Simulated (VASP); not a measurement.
Set up this calculation in VASP 6.6.1, as the native input.

```
Task                   : single point
Functional             : LDA
Potentials or basis    : VASP PAW LDA potentials, release 64 (Al)
Cutoff                 : 520 eV
k mesh                 : 9 × 9 × 17
Occupations            : gaussian, width 0.1 eV
Spin                   : no spin polarisation
Dipole correction      : no
Further INCAR settings : ALGO = Fast; EDIFF = 1e-06; NBANDS = 10; ISYM = 0
```

The structure of Al lies in POSCAR:

```
Al
1.0
    3.9621891203      0.0000000000      0.0000000000
    0.0000000000      3.9621891203      0.0000000000
   -1.9810945601      0.0000000000      2.0047369642
Al
2
Direct
    0.0000000000      0.0000000000      0.0000000000
    0.5000000000      0.5000000000      0.0000000000
```

These files were run (other wordings do the same):

INCAR

```
SYSTEM = Al
ALGO = Fast ; EDIFF = 1E-6
ENCUT = 520 ; ISIF = 2
ISMEAR = 0 ; ISYM = 0
LASPH = .TRUE. ; LCHARG = .FALSE.
LREAL = .FALSE. ; LWAVE = .FALSE.
NBANDS = 10 ; NELM = 80
PREC = Accurate ; SIGMA = 0.1
```

KPOINTS

```
k-points
0
G
  9 9 17
  0 0 0
```

Potentials or basis: VASP PAW LDA potentials, release 64 (Al).

The run is started by

```sh
$ cat potpaw_LDA.64/Al/POTCAR > POTCAR
$ mpirun -np 1 vasp_std > vasp.out
```

Results of the run:

```
Pressure               : 0.5 GPa
Band gap on the k mesh : zero (band 3 reaches 15.38 eV, above the bottom of band 4 at 4.34 eV)
```

It took 93 s on 1 thread of Intel(R) Xeon(R) Platinum 8488C (Sapphire Rapids), on a shared host, peak memory 0.27 GiB.
